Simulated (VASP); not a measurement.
# ZrC (Fm-3m) in VASP: notebook

Runs on ZrC. Level: PBEsol. Tasks: single point, relaxation of cell and atoms.

All numbers are computed with VASP 6.6.1; they aren't measurements. Logs are shortened: lines on timing, memory, paths and dates and some standing lists are left out, and cuts for length are marked.

### Step 1. The cell of the first run

It takes space group Fm-3m (No. 225, cubic). The conventional cell has a = 4.669 Å, b = 4.669 Å, c = 4.669 Å, α = 90.00°, β = 90.00°, γ = 90.00°. Zr (site symmetry m-3m) has 6 C at 2.33 Å within 3.1 Å. C (site symmetry m-3m) has 6 Zr at 2.33 Å within 3.1 Å.

### Step 2. Single point, PBEsol

INCAR reads:

```
SYSTEM = ZrC
  ALGO = Normal
  EDIFF = 1E-7
  ENCUT = 520
  GGA = PS
  ISIF = 2
  ISMEAR = 0
  LASPH = .True.
  LCHARG = .False.
  LREAL = .False.
  LWAVE = .False.
  NBANDS = 15
  NELM = 80
  PREC = Accurate
  SIGMA = 0.1
```

KPOINTS reads:

```
k-points
0
Gamma
  8 8 8
  0 0 0
```

POSCAR reads:

```
ZrC
1.0
    0.0000000000      2.3345629349      2.3345629349
    2.3345629349      0.0000000000      2.3345629349
    2.3345629349      2.3345629349      0.0000000000
Zr C
1 1
Direct
    0.0000000000      0.0000000000      0.0000000000
    0.5000000000      0.5000000000      0.5000000000
```

Potentials or basis: VASP PAW PBE potentials, release 64 (Zr_sv, C).

Started as:

```console
$ cat potpaw_PBE.64/Zr_sv/POTCAR potpaw_PBE.64/C/POTCAR > POTCAR
$ mpirun -np 1 vasp_std > vasp.out
```

OUTCAR:

```text
SYSTEM = ZrC
   EDIFF = 1E-7
   ENCUT = 520
   GGA = PS
   ISIF = 2
   ISMEAR = 0
   LASPH = .True.
   LREAL = .False.
   NELM = 80
   PREC = Accurate

 ion  position               nearest neighbor table
   1  0.000  0.000  0.000-   2 2.33   2 2.33   2 2.33   2 2.33   2 2.33   2 2.33
   2  0.500  0.500  0.500-   1 2.33   1 2.33   1 2.33   1 2.33   1 2.33   1 2.33

  LATTYP: Found a face centered cubic cell.
 ALAT       =     4.6691258698

  Lattice vectors:

 A1 = (   0.0000000000,   2.3345629349,   2.3345629349)
 A2 = (   2.3345629349,   0.0000000000,   2.3345629349)
 A3 = (   2.3345629349,   2.3345629349,   0.0000000000)

Analysis of symmetry for initial positions (statically):
=====================================================================
 Subroutine PRICEL returns:
 Original cell was already a primitive cell.

 Routine SETGRP: Setting up the symmetry group for a
 face centered cubic supercell.

 Subroutine GETGRP returns: Found 48 space group operations
 (whereof 48 operations were pure point group operations)
 out of a pool of 48 trial point group operations.

The static configuration has the point symmetry O_h .

Analysis of symmetry for dynamics (positions and initial velocities):
=====================================================================
 Subroutine PRICEL returns:
 Original cell was already a primitive cell.

 Routine SETGRP: Setting up the symmetry group for a
 face centered cubic supercell.

 Subroutine GETGRP returns: Found 48 space group operations
 (whereof 48 operations were pure point group operations)
 out of a pool of 48 trial point group operations.

The dynamic configuration has the point symmetry O_h .

 Subroutine INISYM returns: Found 48 space group operations
 (whereof 48 operations are pure point group operations),
 and found     1 'primitive' translations

----------------------------------------------------------------------------------------

                                     Primitive cell

  volume of cell :      25.4476

  direct lattice vectors                    reciprocal lattice vectors
     0.000000000  2.334562935  2.334562935    -0.214172851  0.214172851  0.214172851
     2.334562935  0.000000000  2.334562935     0.214172851 -0.214172851  0.214172851
     2.334562935  2.334562935  0.000000000     0.214172851  0.214172851 -0.214172851

  length of vectors
     3.301570565  3.301570565  3.301570565     0.370958260  0.370958260  0.370958260

  position of ions in fractional coordinates (direct lattice)
     0.000000000  0.000000000  0.000000000
     0.500000000  0.500000000  0.500000000

  ion indices of the primitive-cell ions
   primitive index   ion index
                 1           1
                 2           2

----------------------------------------------------------------------------------------

 KPOINTS: k-points

Automatic generation of k-mesh.
 Grid dimensions read from file:
 generate k-points for:    8    8    8

 Generating k-lattice:

  Cartesian coordinates                     Fractional coordinates (reciprocal lattice)
    -0.026771606  0.026771606  0.026771606     0.125000000  0.000000000  0.000000000
     0.026771606 -0.026771606  0.026771606     0.000000000  0.125000000  0.000000000
     0.026771606  0.026771606 -0.026771606     0.000000000  0.000000000  0.125000000

  Length of vectors
     0.046369782  0.046369782  0.046369782

  Shift w.r.t. Gamma in fractional coordinates (k-lattice)
     0.000000000  0.000000000  0.000000000

 Subroutine IBZKPT returns following result:
 ===========================================

 Found     29 irreducible k-points:

 Following reciprocal coordinates:
            Coordinates               Weight
  0.000000  0.000000  0.000000      1.000000
  0.125000  0.000000  0.000000      8.000000
  0.250000  0.000000  0.000000      8.000000
  0.375000  0.000000  0.000000      8.000000
  0.500000  0.000000  0.000000      4.000000
  0.125000  0.125000  0.000000      6.000000
[... 16 lines left out ...]
  0.500000  0.250000  0.125000     48.000000
 -0.375000  0.250000  0.125000     24.000000
 [... further k-points ...]
   k-points           NKPTS =     29   k-points in BZ     NKDIM =     29   number of bands    NBANDS=     15
   number of dos      NEDOS =    301   number of ions     NIONS =      2
   total plane-waves  NPLWV =  21952
   dimension x,y,z NGX =    28 NGY =   28 NGZ =   28
   dimension x,y,z NGXF=    56 NGYF=   56 NGZF=   56
   ions per type =               1   1
   NGX,Y,Z   is equivalent  to a cutoff of  14.10, 14.10, 14.10 a.u.
   NGXF,Y,Z  is equivalent  to a cutoff of  28.20, 28.20, 28.20 a.u.
 SYSTEM =  ZrC
   PREC   = accura    normal or accurate (medium, high low for compatibility)
   ISTART =      0    job   : 0-new  1-cont  2-samecut
   ICHARG =      2    charge: 1-file 2-atom 10-const
   ISPIN  =      1    spin polarized calculation?
   LNONCOLLINEAR =      F non collinear calculations
   LSORBIT =      F    spin-orbit coupling
   LASPH  =      T    aspherical Exc in radial PAW
   ENCUT  =  520.0 eV  38.22 Ry    6.18 a.u.   6.14  6.14  6.14*2*pi/ulx,y,z
   NELM   =     80;   NELMIN=  2; NELMDL= -5     # of ELM steps
   EDIFF  = 0.1E-06   stopping-criterion for ELM
   LREAL  =      F    real-space projection
   EDIFFG = 0.1E-05   stopping-criterion for IOM
   NSW    =      0    number of steps for IOM
   IBRION =     -1    ionic relax: 0-MD 1-quasi-New 2-CG
   NFREE  =      0    steps in history (QN), initial steepest desc. (CG)
   ISIF   =      2    stress and relaxation
   ISYM   =      2    0-nonsym 1-usesym 2-fastsym
   POTIM  = 0.5000    time-step for ionic-motion
   TEBEG  =    0.0;   TEEND  =   0.0 temperature during run
   PSTRESS=    0.0 pullay stress
   NELECT =      16.0000    total number of electrons
   NUPDOWN=      -1.0000    fix difference up-down
   EMIN   =  10.00;   EMAX   =-10.00  energy-range for DOS
   EFERMI =   0.00;   METHOD = LEGACY
   ISMEAR =     0;   SIGMA  =   0.10  broadening in eV -4-tet -1-fermi 0-gaus
   EFERMI_NEDOS =   21; number of points for ismear=-14 and -15
   IALGO  =     38    algorithm
   IMIX   =      4    mixing-type and parameters
     AMIX     =   0.40;   BMIX     =  1.00
     AMIX_MAG =   1.60;   BMIX_MAG =  1.00
  volume/ion in A,a.u.               =      12.72        85.86
  Fermi-wavevector in a.u.,A,eV,Ry     =   1.402488  2.650319 26.762297  1.966973
  Thomas-Fermi vector in A             =   2.525245
   LORBIT       =      0    0 simple, 1 ext, 2 COOP (PROOUT), +10 PAW based schemes
   GGA     = PS    functional components
   LHFCALC =     F    Hartree Fock is set to
   AEXX    =    0.0000 exact exchange contribution
   IVDW    =     0    specifies the selected vdW correction
   LEPSILON=     F    determine dielectric tensor
   LRPA    =     F    only Hartree local field effects (RPA)
 non-spin polarized calculation
 Gauss-broadening in eV      SIGMA  =   0.10
  energy-cutoff  :      520.00
  volume of cell :       25.45
 maximum number of plane-waves:       701
 NGX is ok and might be reduce to    28
   NGX = 13   NGY = 13   NGZ = 13

 number of electron      16.0000000 magnetization

 Free energy of the ion-electron system (eV)
  ---------------------------------------------------
  ext. energy  EPLUGINS =         0.00000000
  ---------------------------------------------------
  free energy    TOTEN  =       -20.57111983 eV

  energy without entropy =      -20.56909418  energy(sigma->0) =      -20.57010701

 E-fermi :   9.6751     XC(G=0): -12.3787

 val. band max:        9.6552130472   @ k =   0.1250   0.1250   0.0000
 cond. band min:       9.8182998050   @ k =   0.5000   0.5000   0.0000
 fundamental gap:      0.1630867578
 Fermi energy:         9.6751418250

 k-point     1 :       0.0000    0.0000    0.0000
  band No.  band energies     occupation
      1     -38.1729      2.00000
      2     -15.9001      2.00000
      3     -15.9001      2.00000
      4     -15.9001      2.00000
      5      -1.6246      2.00000
      6      10.6844      0.00000
      7      10.6844      0.00000
      8      10.6844      0.00000
      9      10.7877      0.00000
     10      10.7877      0.00000
     11      10.7877      0.00000
     12      12.5882      0.00000
     13      12.5882      0.00000
     14      17.2504      0.00000
     15      20.1439      0.00000

 k-point     2 :       0.1250    0.0000    0.0000
  band No.  band energies     occupation
      1     -38.1565      2.00000
      2     -16.0472      2.00000
      3     -15.9128      2.00000
      4     -15.9128      2.00000
      5      -1.2608      2.00000
      6       8.9400      2.00000
      7       9.3200      2.00000
      8       9.3200      2.00000
      9      11.3099      0.00000
     10      11.3099      0.00000
     11      11.7964      0.00000
     12      14.1823      0.00000
     13      14.1823      0.00000
     14      17.9451      0.00000
     15      21.1028      0.00000

 k-point     3 :       0.2500    0.0000    0.0000
  band No.  band energies     occupation
      1     -38.1166      2.00000
      2     -16.3864      2.00000
      3     -15.9432      2.00000
      4     -15.9432      2.00000
      5      -0.3107      2.00000
      6       6.9362      2.00000
      7       7.9156      2.00000
      8       7.9156      2.00000
      9      12.3104      0.00000
     10      12.3104      0.00000
     11      12.5377      0.00000
     12      16.6685      0.00000
     13      16.6685      0.00000
     14      18.9826      0.00000
     15      22.9513      0.00000

 k-point     4 :       0.3750    0.0000    0.0000
  band No.  band energies     occupation
      1     -38.0763      2.00000
      2     -16.7061      2.00000
      3     -15.9733      2.00000
      4     -15.9733      2.00000
      5       0.8795      2.00000
      6       5.1946      2.00000
      7       7.0218      2.00000
      8       7.0218      2.00000
      9      13.6143      0.00000
     10      13.6143      0.00000
     11      13.7261      0.00000
     12      18.0782      0.00000
     13      18.9854      0.00000
     14      18.9854      0.00000
     15      24.2646      0.00000
[... 307 lines left out ...]
 k-point    22 :       0.3750    0.2500    0.1250
  band No.  band energies     occupation
      1     -38.0868      2.00000
      2     -16.4491      2.00000
      3     -16.1166      2.00000
      4     -15.9932      2.00000
      5       0.0578      2.00000
      6       6.1325      2.00000
      7       7.9538      2.00000
      8       7.9776      2.00000
      9      11.0721      0.00000
     10      14.0729      0.00000
     11      14.2000      0.00000
     12      15.1944      0.00000
     13      17.8380      0.00000
     14      20.5986      0.00000
     15      23.9115      0.00000

 k-point    23 :       0.5000    0.2500    0.1250
  band No.  band energies     occupation
      1     -38.0544      2.00000
      2     -16.6178      2.00000
      3     -16.2048      2.00000
      4     -16.0391      2.00000
      5       0.6289      2.00000
      6       5.6197      2.00000
      7       7.2405      2.00000
      8       7.5494      2.00000
      9      12.0332      0.00000
     10      14.4573      0.00000
     11      14.9113      0.00000
     12      16.5739      0.00000
     13      18.6770      0.00000
     14      20.6448      0.00000
     15      23.6644      0.00000

 k-point    24 :      -0.3750    0.2500    0.1250
  band No.  band energies     occupation
      1     -38.0409      2.00000
      2     -16.6906      2.00000
      3     -16.2279      2.00000
      4     -16.0670      2.00000
      5       0.8713      2.00000
      6       5.3825      2.00000
      7       7.1712      2.00000
      8       7.2757      2.00000
      9      13.1572      0.00000
     10      13.5945      0.00000
     11      15.1212      0.00000
     12      17.9768      0.00000
     13      18.7414      0.00000
     14      20.1510      0.00000
     15      23.5967      0.00000

 [... further k-points ...]
[... 5 lines left out ...]
  --------------------------------------------------------------------------------------
  -------------------------------------------------------------------------------------
  Total        0.0553736      0.0553736      0.0553736      0.0000000      0.0000000      0.0000000
  in kB        3.4863153      3.4863153      3.4863153      0.0000000      0.0000000      0.0000000
  external PRESSURE =       3.4863153 kB  Pullay stress =       0.0000000 kB

 VOLUME and BASIS-vectors are now :
 -----------------------------------------------------------------------------
  energy-cutoff  :      520.00
  volume of cell :       25.45
      direct lattice vectors                 reciprocal lattice vectors
     0.000000000  2.334562935  2.334562935    -0.214172851  0.214172851  0.214172851
     2.334562935  0.000000000  2.334562935     0.214172851 -0.214172851  0.214172851
     2.334562935  2.334562935  0.000000000     0.214172851  0.214172851 -0.214172851

 POSITION                                       TOTAL-FORCE (eV/Angst)
 -----------------------------------------------------------------------------------
      0.00000      0.00000      0.00000         0.000000     -0.000000     -0.000000
      2.33456      2.33456      2.33456        -0.000000      0.000000      0.000000
 -----------------------------------------------------------------------------------
    total drift:                                0.000000      0.000000      0.000000

  FREE ENERGIE OF THE ION-ELECTRON SYSTEM (eV)
  ---------------------------------------------------
  free  energy   TOTEN  =       -20.5711198274 eV

  energy  without entropy=      -20.5690941830  energy(sigma->0) =      -20.57010701
```

It took 21 s on 1 thread of Intel Xeon Platinum 8488C (Sapphire Rapids), shared host; peak memory 0.16 GiB.

Results:

| Property | Result |
| --- | --- |
| Free energy | -20.5711 eV |
| Pressure | 0.3 GPa |
| Band gap on the k mesh | zero (band 8 reaches 10.68 eV, above the bottom of band 9 at 9.35 eV) |

Caveat: the PAW data sets were made with another functional, which shifts forces and pressure a little.

### Step 3. Relaxation of cell and atoms, PBEsol

This run uses another cell than the first one, of 13.23 Å³/atom, 1.040 times its volume.

INCAR reads:

```
PREC = Accurate ; ENCUT = 600
EDIFF = 1E-6 ; ISMEAR = 0
SIGMA = 0.1 ; LREAL = False
LASPH = True ; NELM = 60
ALGO = Normal ; ISIF = 3
LWAVE = False ; LCHARG = False
GGA = PS ; IBRION = 2
NSW = 100 ; EDIFFG = -0.05
```

KPOINTS reads:

```
Automatic mesh
0
Gamma
  8 8 8
```

POSCAR reads:

```
ZrC
1.0
    0.0000000000      2.3650000000      2.3650000000
    2.3650000000      0.0000000000      2.3650000000
    2.3650000000      2.3650000000      0.0000000000
Zr C
1 1
Direct
    0.0000000000      0.0000000000      0.0000000000
    0.5000000000      0.5000000000      0.5000000000
```

Potentials or basis: VASP PAW PBE potentials, release 64 (Zr_sv, C).

Started as:

```console
$ cat potpaw_PBE.64/Zr_sv/POTCAR potpaw_PBE.64/C/POTCAR > POTCAR
$ mpirun -np 1 vasp_std > vasp.out
```

Run time: 44 s. Hardware: 1 thread of Intel Xeon Platinum 8488C (Sapphire Rapids), shared host; peak memory 0.17 GiB.

The run converged. Its results:

| Property | Result |
| --- | --- |
| Free energy | -20.5730 eV |
| Relaxed volume | 12.75 Å³/atom |
| Relaxed cell | a = 3.304 Å, b = 3.304 Å, c = 3.304 Å, α = 60.00°, β = 60.00°, γ = 60.00° |
| Space group after relaxing (to 0.05 Å) | Fm-3m (No. 225) |
| Energy gained by relaxing | 13.0 meV/atom |
| Ionic steps | 3 |
| Pressure after relaxing | -0.1 GPa |
| Band gap on the k mesh | zero (band 8 reaches 10.66 eV, above the bottom of band 9 at 9.33 eV) |

The path:
```tsv
step	energy change (eV)	largest force (eV/Å)	pressure (GPa)	volume (Å³)
1	0.0000	0.0000	-8.23	26.46
2	0.0499	0.0000	16.65	23.94
3	-0.0260	0.0000	-0.15	25.49
```

Final structure:
```yaml
crystal:
  lattice:
    - [0.00000, 2.33597, 2.33597]
    - [2.33597, 0.00000, 2.33597]
    - [2.33597, 2.33597, 0.00000]
  atoms:
    - { symbol: Zr, position: [0.00000, 0.00000, 0.00000] }
    - { symbol: C, position: [0.50000, 0.50000, 0.50000] }
```

Levels at points of the mesh, in eV from the Fermi level:
```tsv
k point	band 4	band 5	band 6	band 7	band 8	band 9	band 10	band 11	band 12
(0.00, 0.00, 0.00)	-25.58	-11.29	1.01	1.01	1.01	1.11	1.11	1.11	2.91
(0.50, 0.00, 0.00)	-25.67	-8.08	-5.36	-2.95	-2.95	4.65	4.65	5.50	6.61
(0.50, 0.50, 0.00)	-25.89	-10.12	-1.98	-1.83	0.14	0.14	4.61	5.86	5.86
```

Caveat: the PAW data sets were made with another functional, which shifts forces and pressure a little.
